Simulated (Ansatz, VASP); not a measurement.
**Two plane-wave programs on WSe2**

File POSCAR:

```
WSe2
1.0
    1.6882240000      2.9240890000      0.0000000000
   -1.6882240000      2.9240890000      0.0000000000
    0.0000000000      0.0000000000     13.2722010000
W Se
2 4
Direct
    0.3333300000      0.3333400000      0.2500000000
    0.6666700000      0.6666600000      0.7500000000
    0.3333300000      0.3333400000      0.6200000000
    0.6666700000      0.6666600000      0.1200000000
    0.3333300000      0.3333400000      0.8800000000
    0.6666700000      0.6666600000      0.3800000000
```

File INCAR.step1:

```
SYSTEM = WSe2
ALGO = Normal
EDIFF = 1E-4
ENCUT = 520
GGA = PE
ISMEAR = -1
LASPH = .TRUE.
LCHARG = .FALSE.
LREAL = .FALSE.
LWAVE = .TRUE.
NBANDS = 35
NELM = 60
PREC = Accurate
SIGMA = 0.1
```

File INCAR.step2:

```
SYSTEM = WSe2
ALGO = Normal
EDIFF = 1E-7
ENCUT = 520
ISIF = 2
ISMEAR = -1
ISTART = 1
LASPH = .TRUE.
LCHARG = .FALSE.
LMIXTAU = .TRUE.
LREAL = .FALSE.
LWAVE = .FALSE.
METAGGA = R2SCAN
NBANDS = 35
NELM = 60
PREC = Accurate
SIGMA = 0.1
```

Contents of KPOINTS:

```
k-points
0
G
  9 9 2
  0 0 0
```

Input for Ansatz:

```yaml
crystal:
  lattice:
    - [1.688224, 2.924089, 0.0]
    - [-1.688224, 2.924089, 0.0]
    - [0.0, 0.0, 13.272201]
  atoms:
    - { symbol: W, position: [0.33333, 0.33334, 0.25] }
    - { symbol: W, position: [0.66667, 0.66666, 0.75] }
    - { symbol: Se, position: [0.33333, 0.33334, 0.62] }
    - { symbol: Se, position: [0.66667, 0.66666, 0.12] }
    - { symbol: Se, position: [0.33333, 0.33334, 0.88] }
    - { symbol: Se, position: [0.66667, 0.66666, 0.38] }
  symmetry: { tolerance: 0.0003 }
kpoints:
  mp_grid: { grid: [9, 9, 2], shift: [0, 0, 0] }
  band_path:
    path:
      - [0.0, 0.0, 0.0]
      - [0.5, 0.0, 0.0]
      - [0.66666667, 0.33333333, 0.0]
      - [0.0, 0.0, 0.0]
      - [0.0, 0.0, 0.5]
      - [0.5, 0.0, 0.5]
      - [0.66666667, 0.33333333, 0.5]
      - [0.0, 0.0, 0.5]
      - [0.5, 0.0, 0.5]
      - [0.5, 0.0, 0.0]
      - [0.66666667, 0.33333333, 0.5]
    npoints: 6
magnetization:
  spin_polarized: false
scf:
  occupations: { method: fermi_dirac }
  lower_state_search: "off"
  max_iter: 200
hamiltonian:
  pseudopotentials: { kind: paw }
  xc: r2scan
basis:
  ecutwfc: 500
  fft_grid_basis: typed
output:
  forces: true
  stress: true
  eigenvalues: true
  bader: true
  populations: true
  elf: true
  write_potential: true
  volumetric_format: npy
  dos:
    e_range: [-12, 8]
    de: 0.05
    projected: { site_lists: { Se: [Se], W: [W] } }
checkpoint:
  read: saved_state
```

Alike in both runs: task single point; functional r2SCAN; k mesh 9 × 9 × 2; no spin polarisation.

|  | VASP | Ansatz |
| --- | --- | --- |
| version | VASP 6.6.1 | Ansatz 0.2.0 |
| potentials or method | VASP PAW PBE potentials, release 64 (W_sv, Se), cutoff 520 eV | PAW plane waves |
| occupations | fermi-dirac, width 0.1 eV | fermi-dirac |
| valence electrons in the cell | 52 | 92 |

```tsv
	VASP	Ansatz	Ansatz less VASP
pressure (GPa)	-8.3	-8.6	-0.21
traceless stress, the component that is largest in VASP (GPa)	-1.99	-2.02	-0.025
rms of the force components (eV/Å)	0.660	0.674	+0.0142
```

VASP's potentials were made for PBE, not for r2SCAN. Atom by atom the forces differ by 0.014 eV/Å (rms over components). VASP's potentials hold 52 valence electrons a cell and Ansatz's 92, so a difference there can come from the potentials and not from the codes. Ansatz's warnings: structure snapped to symmetry.

Neither program's run includes spin-orbit coupling.
